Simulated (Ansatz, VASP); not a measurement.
## InAs in VASP and in Ansatz

```
CELL_PARAMETERS angstrom
0.00000 3.04389 3.04389
3.04389 0.00000 3.04389
3.04389 3.04389 0.00000
ATOMIC_POSITIONS crystal
In 0.00000 0.00000 0.00000
As 0.25000 0.25000 0.25000
```

Alike in both runs: task single point; functional PBE0; k mesh 4 × 4 × 4; occupations gaussian, width 0.1 eV; no spin polarisation.

|  | VASP | Ansatz |
| --- | --- | --- |
| version | VASP 6.6.1 | Ansatz 0.2.0 |
| potentials or method | VASP PAW PBE potentials, release 64 (In_d, As), cutoff 400 eV | scalar-relativistic, plane waves, PAW |
| valence electrons in the cell | 18 | 28 |

Ansatz gave:

```
gap on the k mesh at the Fermi level (eV) : 1.09
least direct gap on the mesh (eV)         : 1.09
```

Question: Which values does VASP return?

Answer: gap on the k mesh at the Fermi level (eV): 1.14; least direct gap on the mesh (eV): 1.14.

VASP's potentials hold 18 valence electrons a cell and Ansatz's 28, so a difference there can come from the potentials and not from the codes.

The k mesh is coarse, so the values compare programs but aren't converged.
